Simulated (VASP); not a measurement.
Write the native input for VASP 6.6.1 that does the following.

| Property | Result |
| --- | --- |
| Task | single point |
| Functional | r2SCAN |
| Potentials or basis | VASP PAW PBE potentials, release 64 (Ru_pv) |
| Cutoff | 520 eV |
| k mesh | 11 × 11 × 6 |
| Occupations | fermi-dirac, width 0.05 eV |
| Spin | no spin polarisation |
| Dipole correction | no |
| Further INCAR settings | ALGO = Normal; EDIFF = 1e-06; NBANDS = 21 |

Ru:

```xyz
2
Lattice="2.6692 0.0000 0.0000 -1.3346 2.3116 0.0000 0.0000 0.0000 4.2240" Properties=species:S:1:pos:R:3 pbc="T T T"
Ru    1.3346    0.7705    3.1680
Ru    0.0000    1.5411    1.0560
```

These files were run (other wordings do the same):

POSCAR

```
Ru
1.0
    2.6692306523      0.0000000000      0.0000000000
   -1.3346153261      2.3116215535      0.0000000000
    0.0000000000      0.0000000000      4.2240293924
Ru
2
Direct
    0.6666666667      0.3333333333      0.7500000000
    0.3333333333      0.6666666667      0.2500000000
```

INCAR.step1

```
ALGO = Normal
EDIFF = 1E-4
ENCUT = 520
GGA = PE
ISMEAR = -1
LASPH = T
LCHARG = F
LREAL = F
LWAVE = T
NBANDS = 21
NELM = 60
PREC = Accurate
SIGMA = 0.05
```

INCAR.step2

```
ALGO = Normal
EDIFF = 1E-6
ENCUT = 520
ISIF = 2
ISMEAR = -1
ISTART = 1
LASPH = T
LCHARG = F
LMIXTAU = T
LREAL = F
LWAVE = F
METAGGA = R2SCAN
NBANDS = 21
NELM = 60
PREC = Accurate
SIGMA = 0.05
```

KPOINTS

```
k-points
0
Gamma
  11 11 6
```

Potentials or basis: VASP PAW PBE potentials, release 64 (Ru_pv).

Launch:

```bash
$ cat potpaw_PBE.64/Ru_pv/POTCAR > POTCAR
$ cp INCAR.step1 INCAR
$ mpirun -np 1 vasp_std > vasp.out
$ cp INCAR.step2 INCAR
$ mpirun -np 1 vasp_std > vasp.out
```

Results of the run:

```json
{
 "Pressure": "14.6 GPa",
 "Band gap on the k mesh": "zero (bands 14 and 15 overlap by 3.42 eV)"
}
```

Caveat: the cell stands under pressure; an empty level that is flat over the whole mesh can mark a ghost state of the potentials, or a narrow d or f band; the PAW data sets were made with another functional, which shifts forces and pressure a little.

It took 3 min on 1 thread of Intel Xeon 8259CL (shared host), peak memory 0.16 GiB.
